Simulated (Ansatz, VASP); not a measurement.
**One calculation of HfO2, two programs**

```
Hf O
1.0
     0.00000    2.55750    2.55750
     2.55750    0.00000    2.55750
     2.55750    2.55750    0.00000
Hf O
1 2
Direct
  0.00000 0.00000 0.00000
  0.25000 0.25000 0.25000
  0.75000 0.75000 0.75000
```

Alike in both runs: task single point; functional PBE; k mesh 3 × 3 × 3; no spin polarisation.

|  | VASP | Ansatz |
| --- | --- | --- |
| version | VASP 6.6.1 | Ansatz 0.2.0 |
| potentials or method | VASP PAW PBE potentials, release 64 (Hf_pv, O), cutoff 600 eV | plane waves, PAW |
| occupations | gaussian, width 0.01 eV | fixed |
| valence electrons in the cell | 22 | 38 |

```csv
,VASP,Ansatz,Ansatz less VASP
gap on the k mesh at the Fermi level (eV),4.41,4.42,+0.018
```

VASP's potentials hold 22 valence electrons a cell and Ansatz's 38, so a difference there can come from the potentials and not from the codes.

The k mesh is coarse, so the values compare programs but aren't converged. Neither program's run includes spin-orbit coupling.
